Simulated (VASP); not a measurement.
BaTiO3, 5 atoms in the cell. It takes space group R3m (No. 160, trigonal). Conventional cell: a = 5.736 Å, b = 5.736 Å, c = 7.064 Å, α = 90.00°, β = 90.00°, γ = 120.00°. Ba (site symmetry 3m) has 12 O at 2.80 to 2.96 Å and 8 Ti at 3.44 to 3.63 Å within 3.7 Å. Within 2.5 Å of Ti (site symmetry 3m) lie 6 O at 1.89 to 2.18 Å. O (site symmetry m) has 2 Ti at 1.89 to 2.18 Å within 2.5 Å. 

```yaml
Program: VASP 6.6.1
Task: relaxation of shape and atoms at fixed volume
Functional: r2SCAN
Potentials_or_basis: VASP PAW PBE potentials, release 64 (Ba_sv, Ti_sv, O)
Cutoff: 660 eV
k_mesh: 6 × 6 × 6
Occupations: gaussian, width 0.02 eV
Spin: no spin polarisation
Dipole_correction: no
Further_INCAR_settings: ALGO = Normal; EDIFF = 1e-07; IBRION = 2; EDIFFG = -0.01; NSW = 50; ISIF = 4
```

Potentials or basis: VASP PAW PBE potentials, release 64 (Ba_sv, Ti_sv, O).

Launch:

```console
$ cat potpaw_PBE.64/Ba_sv/POTCAR potpaw_PBE.64/Ti_sv/POTCAR potpaw_PBE.64/O/POTCAR > POTCAR
$ cp INCAR.step1 INCAR
$ mpirun -np 1 vasp_std > vasp.out
$ cp INCAR.step2 INCAR
$ mpirun -np 1 vasp_std > vasp.out
```

Hardware: 1 thread of Intel(R) Xeon(R) 6975P-C (Granite Rapids), with other jobs on the host.

**Question.** How long does it take, and how much memory?

**Answer.** Run time: 11 min on 1 thread of Intel(R) Xeon(R) 6975P-C (Granite Rapids), on a shared host, peak memory 0.28 GiB. Counts: k points 32, ion steps 8.
